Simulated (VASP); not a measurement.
# O (Fmmm) in VASP: further runs, part 2 of 2

VASP 6.6.1. Earlier steps stand in the parts before.

### 4 Single point, LDA

This run uses another cell than the first one, of the same volume but with other edges.

Input file INCAR:

```
SYSTEM = O
PREC = Accurate
ENCUT = 520
EDIFF = 1E-6
ISMEAR = 0
SIGMA = 0.15
LREAL = .False.
LASPH = .True.
NELM = 80
ALGO = Normal
ISIF = 2
LWAVE = .False.
LCHARG = .False.
NBANDS = 13
```

Input file KPOINTS:

```
regular mesh
0
Gamma
  22 22 22
  0 0 0
```

Input file POSCAR:

```
O
1.0
    0.0000000000      1.5632657921      3.5576262968
    1.5531737732      0.0000000000      3.5576262968
    1.5531737732      1.5632657921      0.0000000000
O
2
Direct
    0.0808467867      0.0808467867      0.9191532133
    0.9191532133      0.9191532133      0.0808467867
```

Potentials or basis: VASP PAW LDA potentials, release 64 (O).

Started as:

```sh
> cat potpaw_LDA.64/O/POTCAR > POTCAR
> mpirun -np 1 vasp_std > vasp.out
```

OUTCAR:

```text
SYSTEM = O
   PREC = Accurate
   ENCUT = 520
   EDIFF = 1E-6
   ISMEAR = 0
   LREAL = .False.
   LASPH = .True.
   NELM = 80
   ISIF = 2

 ion  position               nearest neighbor table
   1  0.081  0.081  0.919-   2 1.15
   2  0.919  0.919  0.081-   1 1.15

  LATTYP: Found a face centered orthorhombic cell.
 ALAT       =     3.1063475464
 B/A-ratio  =     1.0064976753
 C/A-ratio  =     2.2905526466

  Lattice vectors:

 A1 = (   0.0000000000,   1.5632657921,   3.5576262968)
 A2 = (   1.5531737732,   0.0000000000,   3.5576262968)
 A3 = (   1.5531737732,   1.5632657921,   0.0000000000)

Analysis of symmetry for initial positions (statically):
=====================================================================
 Subroutine PRICEL returns:
 Original cell was already a primitive cell.

 Routine SETGRP: Setting up the symmetry group for a
 face centered orthorhombic supercell.

 Subroutine GETGRP returns: Found  8 space group operations
 (whereof  8 operations were pure point group operations)
 out of a pool of  8 trial point group operations.

The static configuration has the point symmetry D_2h.

[... 165 lines left out ...]
 fundamental gap:      0.0057050037
 Fermi energy:         2.7782237450

 k-point     1 :       0.0000    0.0000    0.0000
  band No.  band energies     occupation
      1     -27.2459      2.00000
      2     -12.0997      2.00000
      3      -7.6078      2.00000
      4      -2.8883      2.00000
      5      -2.8658      2.00000
      6       4.6730      0.00000
      7       4.6931      0.00000
      8      14.3599      0.00000
      9      15.2088      0.00000
     10      15.5726      0.00000
     11      23.4633      0.00000
     12      23.6925      0.00000
     13      30.0394      0.00000
[... 354 lines left out ...]
  band No.  band energies     occupation
      1     -25.9887      2.00000
      2     -10.8465      2.00000
      3      -8.8005      2.00000
      4      -5.1006      2.00000
      5      -2.2942      2.00000
      6      -0.0853      2.00000
      7       5.2603      0.00000
      8      13.5587      0.00000
      9      18.7603      0.00000
     10      19.7410      0.00000
     11      22.2773      0.00000
     12      22.5153      0.00000
     13      31.5987      0.00000

 [... further k-points ...]
[... 5 lines left out ...]
  --------------------------------------------------------------------------------------
  -------------------------------------------------------------------------------------
  Total        1.1215492      1.1226924      7.7100283      0.0000000      0.0000000      0.0000000
  in kB      104.0125394    104.1185611    715.0285079      0.0000000      0.0000000      0.0000000
  external PRESSURE =     307.7198694 kB  Pullay stress =       0.0000000 kB

 VOLUME and BASIS-vectors are now :
 -----------------------------------------------------------------------------
  energy-cutoff  :      520.00
  volume of cell :       17.28
      direct lattice vectors                 reciprocal lattice vectors
     0.000000000  1.563265792  3.557626297    -0.321921480  0.319843243  0.140543148
     1.553173773  0.000000000  3.557626297     0.321921480 -0.319843243  0.140543148
     1.553173773  1.563265792  0.000000000     0.321921480  0.319843243 -0.140543148

 POSITION                                       TOTAL-FORCE (eV/Angst)
 -----------------------------------------------------------------------------------
      1.55317      1.56327      0.57525         0.000000      0.000000      6.582745
      1.55317      1.56327      6.54001         0.000000      0.000000     -6.582745
 -----------------------------------------------------------------------------------
    total drift:                                0.000000     -0.000000      0.000000

  FREE ENERGIE OF THE ION-ELECTRON SYSTEM (eV)
  ---------------------------------------------------
  free  energy   TOTEN  =       -10.7969778961 eV

  energy  without entropy=      -10.7885044287  energy(sigma->0) =      -10.79274116
```

Wall time 5.2 min (1 thread of Intel Xeon 6975P-C, shared host); peak memory 0.35 GiB.

What came out:

- Free energy: -10.7970 eV
- Pressure: 30.8 GPa
- Largest force: 6.583 eV/Å
- Band gap on the k mesh: zero (band 6 reaches 4.88 eV, above the bottom of band 7 at 1.20 eV)

Forces on the atoms (eV/Å):
```
O    0.000  0.000  6.583
O    0.000  0.000 -6.583
```

Levels at points of the mesh, in eV from the Fermi level:
| k point | band 3 | band 4 | band 5 | band 6 | band 7 | band 8 | band 9 | band 10 |
| --- | --- | --- | --- | --- | --- | --- | --- | --- |
| (0.00, 0.00, 0.00) | -10.39 | -5.67 | -5.64 | 1.89 | 1.91 | 11.58 | 12.43 | 12.79 |
| (0.50, 0.00, 0.00) | -11.57 | -7.89 | -5.07 | -2.86 | 2.48 | 10.74 | 16.45 | 16.52 |
| (0.50, 0.50, 0.00) | -8.26 | -5.74 | -5.72 | 2.10 | 2.12 | 7.33 | 11.21 | 15.92 |
| (0.50, 0.00, 0.50) | -10.20 | -9.96 | -6.60 | -1.89 | -1.29 | 10.24 | 12.51 | 18.34 |
| (0.00, 0.50, 0.50) | -10.15 | -10.01 | -6.58 | -1.94 | -1.25 | 10.23 | 12.48 | 18.43 |

Caveat: the standard files for N, O and F lose accuracy on very short bonds; spin is off for a triplet molecule; forces of over 1 eV/Å act on the atoms, so gaps and moduli don't describe the material at rest.

### 5 Single point, LDA

This run uses another cell than the first one, of 9.15 Å³/atom, 1.060 times its volume.

Input file INCAR:

```
SYSTEM = O
PREC = Accurate
ENCUT = 520
EDIFF = 1E-6
ISMEAR = 0
SIGMA = 0.15
LREAL = .FALSE.
LASPH = .TRUE.
NELM = 80
ALGO = Normal
ISIF = 2
LWAVE = .FALSE.
LCHARG = .FALSE.
NBANDS = 13
```

Input file KPOINTS:

```
Automatic mesh
0
G
  22 22 22
  0 0 0
```

Input file POSCAR:

```
O
1.0
    0.0000000000      1.5309818036      3.9308242473
    1.5210982014      0.0000000000      3.9308242473
    1.5210982014      1.5309818036      0.0000000000
O
2
Direct
    0.0808467867      0.0808467867      0.9191532133
    0.9191532133      0.9191532133      0.0808467867
```

Potentials or basis: VASP PAW LDA potentials, release 64 (O).

Started as:

```sh
> cat potpaw_LDA.64/O/POTCAR > POTCAR
> mpirun -np 1 vasp_std > vasp.out
```

OUTCAR:

```text
SYSTEM = O
   PREC = Accurate
   ENCUT = 520
   EDIFF = 1E-6
   ISMEAR = 0
   LREAL = .FALSE.
   LASPH = .TRUE.
   NELM = 80
   ISIF = 2

 ion  position               nearest neighbor table
   1  0.081  0.081  0.919-   2 1.27
   2  0.919  0.919  0.081-   1 1.27

  LATTYP: Found a face centered orthorhombic cell.
 ALAT       =     3.0421964028
 B/A-ratio  =     1.0064976753
 C/A-ratio  =     2.5842014958

  Lattice vectors:

 A1 = (   0.0000000000,   1.5309818036,   3.9308242473)
 A2 = (   1.5210982014,   0.0000000000,   3.9308242473)
 A3 = (   1.5210982014,   1.5309818036,   0.0000000000)

Analysis of symmetry for initial positions (statically):
=====================================================================
 Subroutine PRICEL returns:
 Original cell was already a primitive cell.

 Routine SETGRP: Setting up the symmetry group for a
 face centered orthorhombic supercell.

 Subroutine GETGRP returns: Found  8 space group operations
 (whereof  8 operations were pure point group operations)
 out of a pool of  8 trial point group operations.

The static configuration has the point symmetry D_2h.

Analysis of symmetry for dynamics (positions and initial velocities):
=====================================================================
 Subroutine PRICEL returns:
 Original cell was already a primitive cell.

 Routine SETGRP: Setting up the symmetry group for a
 face centered orthorhombic supercell.

 Subroutine GETGRP returns: Found  8 space group operations
 (whereof  8 operations were pure point group operations)
 out of a pool of  8 trial point group operations.

The dynamic configuration has the point symmetry D_2h.

 Subroutine INISYM returns: Found  8 space group operations
 (whereof  8 operations are pure point group operations),
 and found     1 'primitive' translations

----------------------------------------------------------------------------------------

                                     Primitive cell

  volume of cell :      18.3080

  direct lattice vectors                    reciprocal lattice vectors
     0.000000000  1.530981804  3.930824247    -0.328709875  0.326587814  0.127199785
     1.521098201  0.000000000  3.930824247     0.328709875 -0.326587814  0.127199785
     1.521098201  1.530981804  0.000000000     0.328709875  0.326587814 -0.127199785

  length of vectors
     4.218445750  4.214868800  2.158157784     0.480509696  0.480509696  0.480509696

  position of ions in fractional coordinates (direct lattice)
     0.080846787  0.080846787  0.919153213
     0.919153213  0.919153213  0.080846787

  ion indices of the primitive-cell ions
   primitive index   ion index
                 1           1
                 2           2

----------------------------------------------------------------------------------------

 KPOINTS: Automatic mesh

Automatic generation of k-mesh.
 Grid dimensions read from file:
 generate k-points for:   22   22   22

 Generating k-lattice:

  Cartesian coordinates                     Fractional coordinates (reciprocal lattice)
    -0.014941358  0.014844901  0.005781808     0.045454545  0.000000000  0.000000000
     0.014941358 -0.014844901  0.005781808     0.000000000  0.045454545  0.000000000
     0.014941358  0.014844901 -0.005781808     0.000000000  0.000000000  0.045454545

  Length of vectors
     0.021841350  0.021841350  0.021841350

  Shift w.r.t. Gamma in fractional coordinates (k-lattice)
     0.000000000  0.000000000  0.000000000

 Subroutine IBZKPT returns following result:
 ===========================================

 Found   1530 irreducible k-points:

 Following reciprocal coordinates:
            Coordinates               Weight
  0.000000  0.000000  0.000000      1.000000
  0.045455 -0.000000  0.000000      8.000000
  0.090909 -0.000000  0.000000      8.000000
  0.136364  0.000000  0.000000      8.000000
  0.181818 -0.000000  0.000000      8.000000
  0.227273  0.000000  0.000000      8.000000
[... 16 lines left out ...]
  0.500000  0.045455  0.000000      8.000000
 -0.454545  0.045455  0.000000      8.000000
 [... further k-points ...]
   k-points           NKPTS =   1530   k-points in BZ     NKDIM =   1530   number of bands    NBANDS=     13
   number of dos      NEDOS =    301   number of ions     NIONS =      2
   total plane-waves  NPLWV =  16384
   dimension x,y,z NGX =    32 NGY =   32 NGZ =   16
   dimension x,y,z NGXF=    64 NGYF=   64 NGZF=   32
   ions per type =               2
   NGX,Y,Z   is equivalent  to a cutoff of  12.61, 12.62, 12.33 a.u.
   NGXF,Y,Z  is equivalent  to a cutoff of  25.22, 25.24, 24.65 a.u.
 SYSTEM =  O
   PREC   = accura    normal or accurate (medium, high low for compatibility)
   ISTART =      0    job   : 0-new  1-cont  2-samecut
   ICHARG =      2    charge: 1-file 2-atom 10-const
   ISPIN  =      1    spin polarized calculation?
   LNONCOLLINEAR =      F non collinear calculations
   LSORBIT =      F    spin-orbit coupling
   LASPH  =      T    aspherical Exc in radial PAW
   ENCUT  =  520.0 eV  38.22 Ry    6.18 a.u.   7.84  7.84  4.01*2*pi/ulx,y,z
   NELM   =     80;   NELMIN=  2; NELMDL= -5     # of ELM steps
   EDIFF  = 0.1E-05   stopping-criterion for ELM
   LREAL  =      F    real-space projection
   EDIFFG = 0.1E-04   stopping-criterion for IOM
   NSW    =      0    number of steps for IOM
   IBRION =     -1    ionic relax: 0-MD 1-quasi-New 2-CG
   NFREE  =      0    steps in history (QN), initial steepest desc. (CG)
   ISIF   =      2    stress and relaxation
   ISYM   =      2    0-nonsym 1-usesym 2-fastsym
   POTIM  = 0.5000    time-step for ionic-motion
   TEBEG  =    0.0;   TEEND  =   0.0 temperature during run
   PSTRESS=    0.0 pullay stress
   NELECT =      12.0000    total number of electrons
   NUPDOWN=      -1.0000    fix difference up-down
   EMIN   =  10.00;   EMAX   =-10.00  energy-range for DOS
   EFERMI =   0.00;   METHOD = LEGACY
   ISMEAR =     0;   SIGMA  =   0.15  broadening in eV -4-tet -1-fermi 0-gaus
   EFERMI_NEDOS =   21; number of points for ismear=-14 and -15
   IALGO  =     38    algorithm
   IMIX   =      4    mixing-type and parameters
     AMIX     =   0.40;   BMIX     =  1.00
     AMIX_MAG =   1.60;   BMIX_MAG =  1.00
  volume/ion in A,a.u.               =       9.15        61.77
  Fermi-wavevector in a.u.,A,eV,Ry     =   1.422072  2.687327 27.514912  2.022289
  Thomas-Fermi vector in A             =   2.542815
   LORBIT       =      0    0 simple, 1 ext, 2 COOP (PROOUT), +10 PAW based schemes
   GGA     = CA    functional components
   LHFCALC =     F    Hartree Fock is set to
   AEXX    =    0.0000 exact exchange contribution
   IVDW    =     0    specifies the selected vdW correction
   LEPSILON=     F    determine dielectric tensor
   LRPA    =     F    only Hartree local field effects (RPA)
 non-spin polarized calculation
 Gauss-broadening in eV      SIGMA  =   0.15
  energy-cutoff  :      520.00
  volume of cell :       18.31
 maximum number of plane-waves:       512
   NGX = 15   NGY = 15   NGZ =  9

 number of electron      11.9999999 magnetization

 Free energy of the ion-electron system (eV)
  ---------------------------------------------------
  ext. energy  EPLUGINS =         0.00000000
  ---------------------------------------------------
  free energy    TOTEN  =       -10.81752961 eV

  energy without entropy =      -10.80963808  energy(sigma->0) =      -10.81358384

 E-fermi :   1.5453     XC(G=0): -11.2206

 val. band max:        1.5450035855   @ k =  -0.4091   0.2273   0.2727
 cond. band min:       1.5460726906   @ k =   0.3182  -0.3182   0.2727
 fundamental gap:      0.0010691051
 Fermi energy:         1.5453423373

 k-point     1 :       0.0000    0.0000    0.0000
  band No.  band energies     occupation
      1     -25.2290      2.00000
      2     -13.8970      2.00000
      3      -7.4089      2.00000
      4      -1.6044      2.00000
      5      -1.5789      2.00000
      6       3.6934      0.00000
      7       3.7143      0.00000
      8      10.0369      0.00000
      9      12.8961      0.00000
     10      15.1177      0.00000
     11      22.3277      0.00000
     12      24.0522      0.00000
     13      30.2925      0.00000
[... 353 lines left out ...]
 k-point    24 :      -0.4545    0.0455    0.0000
  band No.  band energies     occupation
      1     -23.5291      2.00000
      2     -12.1052      2.00000
      3      -8.3542      2.00000
      4      -5.1535      2.00000
      5      -1.6354      2.00000
      6      -0.8960      2.00000
      7       4.2776      0.00000
      8       9.5987      0.00000
      9      16.8473      0.00000
     10      17.7685      0.00000
     11      21.8778      0.00000
     12      23.5379      0.00000
     13      29.5410      0.00000

 [... further k-points ...]
[... 5 lines left out ...]
  --------------------------------------------------------------------------------------
  -------------------------------------------------------------------------------------
  Total        2.1569697      2.1685396     -4.7560166     -0.0000000      0.0000000      0.0000000
  in kB      188.7616337    189.7741449   -416.2105090     -0.0000000      0.0000000      0.0000000
  external PRESSURE =     -12.5582435 kB  Pullay stress =       0.0000000 kB

 VOLUME and BASIS-vectors are now :
 -----------------------------------------------------------------------------
  energy-cutoff  :      520.00
  volume of cell :       18.31
      direct lattice vectors                 reciprocal lattice vectors
     0.000000000  1.530981804  3.930824247    -0.328709875  0.326587814  0.127199785
     1.521098201  0.000000000  3.930824247     0.328709875 -0.326587814  0.127199785
     1.521098201  1.530981804  0.000000000     0.328709875  0.326587814 -0.127199785

 POSITION                                       TOTAL-FORCE (eV/Angst)
 -----------------------------------------------------------------------------------
      1.52110      1.53098      0.63559         0.000000      0.000000     -3.584744
      1.52110      1.53098      7.22606         0.000000      0.000000      3.584744
 -----------------------------------------------------------------------------------
    total drift:                                0.000000     -0.000000      0.000000

  FREE ENERGIE OF THE ION-ELECTRON SYSTEM (eV)
  ---------------------------------------------------
  free  energy   TOTEN  =       -10.8175296067 eV

  energy  without entropy=      -10.8096380761  energy(sigma->0) =      -10.81358384
```

stdout:

```text
POSCAR found type information on POSCAR O
 POSCAR found :  1 types and       2 ions
 scaLAPACK will be used
 LDA part: xc-table for (Slater(with rela. corr.)+CA(PZ))
 , standard interpolation
 POSCAR, INCAR and KPOINTS ok, starting setup
 FFT: planning ... GRIDC
 FFT: planning ... GRID_SOFT
 FFT: planning ... GRID
 WAVECAR not read
 entering main loop
```

It took 3.6 min on 1 thread of Intel Xeon 6975P-C, shared host; peak memory 0.36 GiB.

What came out:

```
Free energy            : -10.8175 eV
Pressure               : -1.3 GPa
Largest force          : 3.585 eV/Å
Band gap on the k mesh : zero (band 6 reaches 3.78 eV, above the bottom of band 7 at -0.20 eV)
```

Forces on the atoms (eV/Å):
```
O    0.000  0.000 -3.585
O    0.000  0.000  3.585
```

Levels at points of the mesh, in eV from the Fermi level:
```csv
k point,band 4,band 5,band 6,band 7,band 8,band 9
"(0.00, 0.00, 0.00)",-3.15,-3.12,2.15,2.17,8.49,11.35
"(0.50, 0.00, 0.00)",-6.70,-3.18,-2.44,2.73,8.04,15.43
"(0.50, 0.50, 0.00)",-3.19,-3.16,2.24,2.26,4.82,13.13
"(0.50, 0.00, 0.50)",-8.02,-5.44,-1.88,-1.61,9.21,11.47
"(0.00, 0.50, 0.50)",-8.08,-5.43,-1.93,-1.56,9.19,11.47
```

Caveat: spin is off for a triplet molecule; forces of over 1 eV/Å act on the atoms, so gaps and moduli don't describe the material at rest.

### 6 Single point, LDA

This run uses another cell than the first one, of 9.15 Å³/atom, 1.060 times its volume.

Input file INCAR:

```
SYSTEM = O
ALGO = Normal
EDIFF = 1E-7
ENCUT = 520
ISIF = 2
ISMEAR = 0
LASPH = .True.
LCHARG = .False.
LREAL = .False.
LWAVE = .False.
NBANDS = 13
NELM = 100
PREC = Accurate
SIGMA = 0.15
```

Input file KPOINTS:

```
k-points
0
Gamma
  22 22 22
  0 0 0
```

Input file POSCAR:

```
O
1.0
    0.0000000000      1.6591620732      3.3469256202
    1.6484509740      0.0000000000      3.3469256202
    1.6484509740      1.6591620732      0.0000000000
O
2
Direct
    0.0808467867      0.0808467867      0.9191532133
    0.9191532133      0.9191532133      0.0808467867
```

Potentials or basis: VASP PAW LDA potentials, release 64 (O).

Started as:

```sh
> cat potpaw_LDA.64/O/POTCAR > POTCAR
> mpirun -np 1 vasp_std > vasp.out
```

Run time: 4.5 min. Hardware: 1 thread of Intel Xeon 6975P-C, shared host; peak memory 0.36 GiB.

The run converged. Its results:

| Property | Result |
| --- | --- |
| Free energy | -10.0012 eV |
| Pressure | 53.8 GPa |
| Largest force | 17.781 eV/Å |
| Band gap on the k mesh | zero (band 6 reaches 4.55 eV, above the bottom of band 7 at 1.62 eV) |

Forces on the atoms (eV/Å):
```
O     0.000   0.000  17.781
O     0.000   0.000 -17.781
```

Stress tensor (GPa, compression positive):
```
 -5.26   0.00   0.00
  0.00  -5.41   0.00
  0.00   0.00 172.04
```

Levels at points of the mesh, in eV from the Fermi level:
| k point | band 4 | band 5 | band 6 | band 7 | band 8 | band 9 |
| --- | --- | --- | --- | --- | --- | --- |
| (0.00, 0.00, 0.00) | -7.83 | -7.82 | 1.38 | 1.40 | 9.62 | 13.32 |
| (0.50, 0.00, 0.00) | -8.70 | -7.44 | -2.16 | 1.92 | 11.50 | 15.94 |
| (0.50, 0.50, 0.00) | -7.95 | -7.93 | 1.73 | 1.74 | 8.96 | 8.99 |
| (0.50, 0.00, 0.50) | -10.98 | -7.64 | -1.71 | -0.76 | 9.34 | 13.90 |
| (0.00, 0.50, 0.50) | -11.02 | -7.61 | -1.75 | -0.73 | 9.32 | 13.88 |

Caveat: the standard files for N, O and F lose accuracy on very short bonds; spin is off for a triplet molecule; forces of over 1 eV/Å act on the atoms, so gaps and moduli don't describe the material at rest.

### 7 The runs side by side

```csv
cell,gap on the mesh (eV),pressure (GPa),largest force (eV/Å)
"a = 3.735, b = 3.730, c = 2.263 Å, angles 72.5, 72.2, 35.3°, 2 atoms",none,56.8,16.09
"a = 4.050, b = 4.047, c = 2.145 Å, angles 74.7, 74.5, 30.7°, 2 atoms",none,14.5,0.07
"a = 3.886, b = 3.882, c = 2.204 Å, angles 73.6, 73.4, 33.0°, 2 atoms",none,30.8,6.58
"a = 4.218, b = 4.215, c = 2.158 Å, angles 75.3, 75.1, 29.7°, 2 atoms",none,-1.3,3.58
"a = 3.736, b = 3.731, c = 2.339 Å, angles 71.9, 71.6, 36.5°, 2 atoms",none,53.8,17.78
```

Alike in all rows: task single point; level LDA; potentials or basis VASP PAW LDA potentials, release 64 (O); no spin polarisation; k mesh 22 × 22 × 22; cutoff (eV) 520; smearing gaussian 0.15 eV.

Caveats: spin is off for a triplet molecule; the standard files for N, O and F lose accuracy on very short bonds (some runs); forces of over 1 eV/Å act on the atoms, so gaps and moduli don't describe the material at rest (some runs).

Total energies depend on the potentials used, so only differences within one code and one set of settings carry meaning.
